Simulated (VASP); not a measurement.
**BN: single point with PBEsol**

BN:

```
CELL_PARAMETERS angstrom
0.00000 3.49532 2.16609
1.25163 0.00000 2.16609
1.25163 3.49532 0.00000
ATOMIC_POSITIONS crystal
B 0.00005 0.00005 0.99995
N 0.66667 0.66667 0.33333
```

```
Program                : VASP 6.6.1
Task                   : single point
Functional             : PBEsol
Potentials or basis    : VASP PAW PBE potentials, release 64 (B, N)
Cutoff                 : 600 eV
k mesh                 : 7 × 7 × 7
Occupations            : gaussian, width 0.01 eV
Spin                   : no spin polarisation
Dipole correction      : no
Further INCAR settings : ALGO = Normal; EDIFF = 1e-06; NBANDS = 11
```

- Pressure: 0.7 GPa
- Largest force: 0.013 eV/Å
- Band gap on the k mesh: 4.07 eV, indirect (least direct gap 4.98 eV)

Forces on the atoms (eV/Å):
```
B    0.000  0.000  0.013
N    0.000  0.000 -0.013
```

Stress tensor (GPa, compression positive):
```
 1.03  0.00  0.00
 0.00 -0.04  0.00
 0.00  0.00  1.08
```

Levels at points of the mesh, in eV from the valence-band top:
| k point | band 1 | band 2 | band 3 | band 4 | band 5 | band 6 | band 7 | band 8 | band 9 |
| --- | --- | --- | --- | --- | --- | --- | --- | --- | --- |
| (0.00, 0.00, 0.00) | -17.66 | -4.34 | -1.23 | -1.22 | 4.84 | 11.64 | 11.70 | 13.11 | 14.58 |

Wall time 26 s on 1 thread of Intel Xeon 8259CL (shared host), peak memory 0.16 GiB.

Caveat: the k points lie up to 0.43 Å⁻¹ apart; the PAW data sets were made with another functional, which shifts forces and pressure a little. A k mesh can miss the band edges.
